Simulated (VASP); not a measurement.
Wanted: the native input for a VASP 6.6.1 run.

- Task: single point
- Functional: PBE
- Potentials or basis: VASP PAW PBE potentials, release 64 (Mn_pv, C, Au, N)
- Cutoff: 520 eV
- k mesh: 4 × 4 × 4
- Occupations: gaussian, width 0.1 eV
- Spin: collinear spin, ferromagnetic start
- Starting moments: [4.0, 0.0, 0.0, 0.0, 0.0, 0.0, 0.0, 0.0, 0.0, 0.0] μB
- Dipole correction: no
- Further INCAR settings: ALGO = Normal; EDIFF = 1e-06; NBANDS = 45

The structure of MnAuC4N4 lies in POSCAR:

```
MnAuC4N4
1.0
    5.9086026500      0.0000000000      0.0000000000
    0.0000000000      5.9086026500      0.0000000000
    0.0000000000      0.0000000000      5.9086026500
Mn C Au N
1 4 1 4
Direct
    0.5000000000      0.5000000000      0.5000000000
    0.1873167900      0.1873167900      0.1873167900
    0.1873167900      0.8126832100      0.8126832100
    0.8126832100      0.1873167900      0.8126832100
    0.8126832100      0.8126832100      0.1873167900
    0.0000000000      0.0000000000      0.0000000000
    0.3016415900      0.3016415900      0.3016415900
    0.3016415900      0.6983584100      0.6983584100
    0.6983584100      0.3016415900      0.6983584100
    0.6983584100      0.6983584100      0.3016415900
```

One way to write it, as run:

INCAR

```
ALGO = Normal
EDIFF = 1E-6
ENCUT = 520
GGA = PE
ISIF = 2
ISMEAR = 0
ISPIN = 2
LASPH = T
LCHARG = F
LMAXMIX = 4
LORBIT = 11
LREAL = F
LWAVE = F
MAGMOM = 4 0 0 0 0 0 0 0 0 0
NBANDS = 45
NELM = 150
PREC = Accurate
SIGMA = 0.1
```

KPOINTS

```
k-points
0
Gamma
  4 4 4
```

Potentials or basis: VASP PAW PBE potentials, release 64 (Mn_pv, C, Au, N).

The run is started by

```sh
$ cat potpaw_PBE.64/Mn_pv/POTCAR potpaw_PBE.64/C/POTCAR potpaw_PBE.64/Au/POTCAR potpaw_PBE.64/N/POTCAR > POTCAR
$ mpirun -np 1 vasp_std > vasp.out
```

Results of the run:

- Pressure: 5.6 GPa
- Largest force: 1.723 eV/Å
- Band gap on the k mesh: zero (filled and empty bands overlap)
- Net moment: 4.00 μB per cell
- Site moments: Mn +4.04; C +0.02; Au -0.19; N -0.04 μB
- Valence electrons inside the program's atomic spheres: Mn 11.35; C 2.60; Au 10.31; N 3.90

Caveat: the cell stands under pressure; spin-orbit coupling is left out, which moves the levels of the heavy elements; a cell with one magnetic atom can't hold antiferromagnetic order, which such compounds often take; forces of over 1 eV/Å act on the atoms, so gaps and moduli don't describe the material at rest.

It took 10 min on 1 thread of Intel Xeon 8259CL, with other jobs on the host, peak memory 0.5 GiB.
